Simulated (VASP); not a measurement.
# Zn3SeS2 (I-4m2) in VASP: relaxation of cell and atoms with PBE

Aim: the relaxation of cell and atoms of Zn3SeS2 with PBE.

Everything below comes from runs of VASP 6.6.1. Logs are shortened: lines on timing, memory, paths and dates and some standing lists are left out, and cuts for length are marked.

**1. The cell of the first run**

It takes space group I-4m2 (No. 119, tetragonal). Conventional cell: a = 3.913 Å, b = 3.913 Å, c = 16.597 Å, α = 90.00°, β = 90.00°, γ = 90.00°. Zn (site symmetry 2mm) has 2 S at 2.37 Å and 2 Se at 2.45 Å within 3.1 Å. Within 3.1 Å of Zn (site symmetry -4m2) lie 4 S at 2.37 Å. Within 3.2 Å of Se (site symmetry -4m2) lie 4 Zn at 2.45 Å. S (site symmetry 2mm) has 4 Zn at 2.37 Å within 3.1 Å.

**2. Relaxation of cell and atoms, PBE**

The input, INCAR:

```
SYSTEM = Zn3SeS2
  PREC = Accurate
  ENCUT = 600
  EDIFF = 1E-6
  ISMEAR = 0
  SIGMA = 0.02
  LREAL = .FALSE.
  LASPH = .TRUE.
  NELM = 100
  ALGO = Normal
  ISIF = 3
  LWAVE = .FALSE.
  LCHARG = .FALSE.
  GGA = PE
  IBRION = 2
  NSW = 100
  EDIFFG = -0.01
  KPAR = 4
```

The input, KPOINTS:

```
regular mesh
0
G
  10 10 10
  0 0 0
```

The input, POSCAR:

```
Zn3SeS2
1.0
   -1.9566069693      1.9566069693      8.2983049311
    1.9566069693     -1.9566069693      8.2983049311
    1.9566069693      1.9566069693     -8.2983049311
Zn Se S
3 1 2
Direct
    0.6609080371      0.6609080371      0.0000000000
    0.0000000000      0.0000000000      0.0000000000
    0.3390919629      0.3390919629      0.0000000000
    0.7500000000      0.2500000000      0.5000000000
    0.0803145877      0.5803145877      0.5000000000
    0.4196854123      0.9196854123      0.5000000000
```

Potentials or basis: VASP PAW PBE potentials, release 64 (Zn, Se, S).

Command:

```
$ cat potpaw_PBE.64/Zn/POTCAR potpaw_PBE.64/Se/POTCAR potpaw_PBE.64/S/POTCAR > POTCAR
$ mpirun -np 4 vasp_std > vasp.out
```

OUTCAR:

```text
SYSTEM = Zn3SeS2
   PREC = Accurate
   ENCUT = 600
   EDIFF = 1E-6
   ISMEAR = 0
   LREAL = .FALSE.
   LASPH = .TRUE.
   NELM = 100
   ISIF = 3
   GGA = PE
   IBRION = 2
   NSW = 100
   EDIFFG = -0.01

 ion  position               nearest neighbor table
   1  0.661  0.661  0.000-   5 2.37   5 2.37   4 2.45   4 2.45
   2  0.000  0.000  0.000-   5 2.37   6 2.37   5 2.37   6 2.37
   3  0.339  0.339  0.000-   6 2.37   6 2.37   4 2.45   4 2.45
   4  0.750  0.250  0.500-   3 2.45   1 2.45   3 2.45   1 2.45
   5  0.080  0.580  0.500-   2 2.37   2 2.37   1 2.37   1 2.37
   6  0.420  0.920  0.500-   2 2.37   2 2.37   3 2.37   3 2.37

  LATTYP: Found a body centered tetragonal cell.
 ALAT       =     3.9132139386
 C/A-ratio  =     4.2411710994

  Lattice vectors:

 A1 = (  -1.9566069693,   1.9566069693,   8.2983049311)
 A2 = (   1.9566069693,  -1.9566069693,   8.2983049311)
 A3 = (   1.9566069693,   1.9566069693,  -8.2983049311)

Analysis of symmetry for initial positions (statically):
=====================================================================
 Subroutine PRICEL returns:
 Original cell was already a primitive cell.

 Routine SETGRP: Setting up the symmetry group for a
 body centered tetragonal supercell.

 Subroutine GETGRP returns: Found  8 space group operations
 (whereof  8 operations were pure point group operations)
 out of a pool of 16 trial point group operations.

The static configuration has the point symmetry D_2d.

Analysis of symmetry for dynamics (positions and initial velocities):
=====================================================================
 Subroutine PRICEL returns:
 Original cell was already a primitive cell.

 Routine SETGRP: Setting up the symmetry group for a
 body centered tetragonal supercell.

 Subroutine GETGRP returns: Found  8 space group operations
 (whereof  8 operations were pure point group operations)
 out of a pool of 16 trial point group operations.

The dynamic configuration has the point symmetry D_2d.

 Subroutine INISYM returns: Found  8 space group operations
 (whereof  8 operations are pure point group operations),
 and found     1 'primitive' translations

----------------------------------------------------------------------------------------

                                     Primitive cell

  volume of cell :     127.0740

  direct lattice vectors                    reciprocal lattice vectors
[... 97 lines left out ...]
   EDIFFG = -.1E-01   stopping-criterion for IOM
   NSW    =    100    number of steps for IOM
   IBRION =      2    ionic relax: 0-MD 1-quasi-New 2-CG
   NFREE  =      1    steps in history (QN), initial steepest desc. (CG)
   ISIF   =      3    stress and relaxation
   ISYM   =      2    0-nonsym 1-usesym 2-fastsym
   POTIM  = 0.5000    time-step for ionic-motion
   TEBEG  =    0.0;   TEEND  =   0.0 temperature during run
   PSTRESS=    0.0 pullay stress
   NELECT =      54.0000    total number of electrons
   NUPDOWN=      -1.0000    fix difference up-down
   EMIN   =  10.00;   EMAX   =-10.00  energy-range for DOS
   EFERMI =   0.00;   METHOD = LEGACY
   ISMEAR =     0;   SIGMA  =   0.02  broadening in eV -4-tet -1-fermi 0-gaus
   EFERMI_NEDOS =   21; number of points for ismear=-14 and -15
   IALGO  =     38    algorithm
   IMIX   =      4    mixing-type and parameters
     AMIX     =   0.40;   BMIX     =  1.00
     AMIX_MAG =   1.60;   BMIX_MAG =  1.00
  volume/ion in A,a.u.               =      21.18       142.92
  Fermi-wavevector in a.u.,A,eV,Ry     =   1.230799  2.325873 20.611014  1.514867
  Thomas-Fermi vector in A             =   2.365634
   LORBIT       =      0    0 simple, 1 ext, 2 COOP (PROOUT), +10 PAW based schemes
   GGA     = PE    functional components
   LHFCALC =     F    Hartree Fock is set to
   AEXX    =    0.0000 exact exchange contribution
   IVDW    =     0    specifies the selected vdW correction
   LEPSILON=     F    determine dielectric tensor
   LRPA    =     F    only Hartree local field effects (RPA)
 conjugate gradient relaxation of ions
 non-spin polarized calculation
 Gauss-broadening in eV      SIGMA  =   0.02
  energy-cutoff  :      600.00
  volume of cell :      127.07
 maximum number of plane-waves:      4265
 NGX is ok and might be reduce to    70
   NGX = 35   NGY = 35   NGZ = 35

--------------------------------------- Ionic step        1  -------------------------------------------

 number of electron      54.0000009 magnetization

 Free energy of the ion-electron system (eV)
  ---------------------------------------------------
  ext. energy  EPLUGINS =         0.00000000
  ---------------------------------------------------
  free energy    TOTEN  =       -19.68599556 eV

  energy without entropy =      -19.68599556  energy(sigma->0) =      -19.68599556

------------------------ aborting loop because EDIFF is reached ----------------------------------------

  FORCE on cell =-STRESS in cart. coord.  units (eV):
  Direction    XX          YY          ZZ          XY          YZ          ZX
  --------------------------------------------------------------------------------------
  -------------------------------------------------------------------------------------
  Total        0.2913197      0.2913197      0.2935809      0.0000000      0.0000000     -0.0000000
  in kB        3.6730253      3.6730253      3.7015340      0.0000000      0.0000000     -0.0000000
  external PRESSURE =       3.6825282 kB  Pullay stress =       0.0000000 kB
[... 147 lines left out ...]
--------------------------------------- Ionic step        5  -------------------------------------------

 number of electron      54.0000006 magnetization

 Free energy of the ion-electron system (eV)
  ---------------------------------------------------
  ext. energy  EPLUGINS =         0.00000000
  ---------------------------------------------------
  free energy    TOTEN  =       -19.68699142 eV

  energy without entropy =      -19.68699142  energy(sigma->0) =      -19.68699142

 E-fermi :   1.8519     XC(G=0):  -9.3947

 val. band max:        1.7420719644   @ k =   0.0000   0.0000   0.0000
 cond. band min:       3.3608754682   @ k =   0.0000   0.0000   0.0000
 fundamental gap:      1.6188035038
 Fermi energy:         1.8518629381

 k-point     1 :       0.0000    0.0000    0.0000
  band No.  band energies     occupation
      1     -11.3128      2.00000
      2     -10.5234      2.00000
      3     -10.5112      2.00000
      4      -4.6647      2.00000
      5      -4.6617      2.00000
      6      -4.6429      2.00000
[... 829 lines left out ...]
     31       6.7498      0.00000
     32       6.9913      0.00000

 [... further k-points ...]
[... 5 lines left out ...]
  --------------------------------------------------------------------------------------
  -------------------------------------------------------------------------------------
  Total        0.0202026      0.0202026      0.0176705      0.0000000      0.0000000     -0.0000000
  in kB        0.2531869      0.2531869      0.2214544      0.0000000      0.0000000     -0.0000000
  external PRESSURE =       0.2426094 kB  Pullay stress =       0.0000000 kB
[... 21 lines left out ...]
  FREE ENERGIE OF THE ION-ELECTRON SYSTEM (eV)
  ---------------------------------------------------
  free  energy   TOTEN  =       -19.6869914163 eV

  energy  without entropy=      -19.6869914163  energy(sigma->0) =      -19.68699142

 reached required accuracy - stopping structural energy minimisation
```

CONTCAR:

```text
Zn3SeS2
   1.00000000000000
    -1.9605355800672339    1.9605355800672339    8.3150783269401156
     1.9605355800672339   -1.9605355800672339    8.3150783269401156
     1.9605355800672339    1.9605355800672339   -8.3150783269401156
  Zn              Se              S
     3     1     2
Direct
     0.6607541947768552    0.6607541947768552    0.0000000000000000
     0.0000000000000000    0.0000000000000000    0.0000000000000000
     0.3392458052231450    0.3392458052231450    0.0000000000000000
     0.7500000000000000    0.2500000000000000    0.5000000000000000
     0.0803659841999037    0.5803659841999038    0.5000000000000000
     0.4196340158000963    0.9196340158000962    0.5000000000000000

  0.00000000E+00  0.00000000E+00  0.00000000E+00
  0.00000000E+00  0.00000000E+00  0.00000000E+00
  0.00000000E+00  0.00000000E+00  0.00000000E+00
  0.00000000E+00  0.00000000E+00  0.00000000E+00
  0.00000000E+00  0.00000000E+00  0.00000000E+00
  0.00000000E+00  0.00000000E+00  0.00000000E+00
```

Run time: 49 min. Hardware: 4 MPI ranks of Oxide Virtual Turin-like, shared host; peak memory 1.1 GiB.

Results:

| Property | Result |
| --- | --- |
| Free energy | -19.6870 eV |
| Relaxed volume | 21.31 Å³/atom |
| Relaxed cell | a = 8.765 Å, b = 8.765 Å, c = 8.765 Å, α = 154.15°, β = 154.15°, γ = 36.88° |
| Space group after relaxing (to 0.1 Å) | I-4m2 (No. 119) |
| Energy gained by relaxing | 0.2 meV/atom |
| Ionic steps | 5 |
| Pressure after relaxing | 0.0 GPa |
| Largest force after relaxing | 0.010 eV/Å |
| Band gap on the k mesh | 1.62 eV |

Forces on the atoms (eV/Å):
```
Zn   0.000  0.000 -0.010
Zn   0.000  0.000  0.000
Zn   0.000  0.000  0.010
Se   0.000  0.000  0.000
S    0.000  0.000 -0.002
S    0.000  0.000  0.002
```

Step by step:
| step | energy change (eV) | largest force (eV/Å) | pressure (GPa) | volume (Å³) |
| --- | --- | --- | --- | --- |
| 1 | 0.0000 | 0.0399 | 0.37 | 127.07 |
| 2 | -0.0009 | 0.0147 | -0.08 | 127.97 |
| 3 | -0.0010 | 0.0183 | -0.01 | 127.84 |
| 4 | -0.0010 | 0.0170 | -0.02 | 127.86 |
| 5 | -0.0010 | 0.0098 | 0.02 | 127.84 |

Final structure:
```
Zn Se S
1.0
    -1.96054    1.96054    8.31508
     1.96054   -1.96054    8.31508
     1.96054    1.96054   -8.31508
Zn Se S
3 1 2
Direct
  0.66075 0.66075 0.00000
  0.00000 0.00000 0.00000
  0.33925 0.33925 0.00000
  0.75000 0.25000 0.50000
  0.08037 0.58037 0.50000
  0.41963 0.91963 0.50000
```
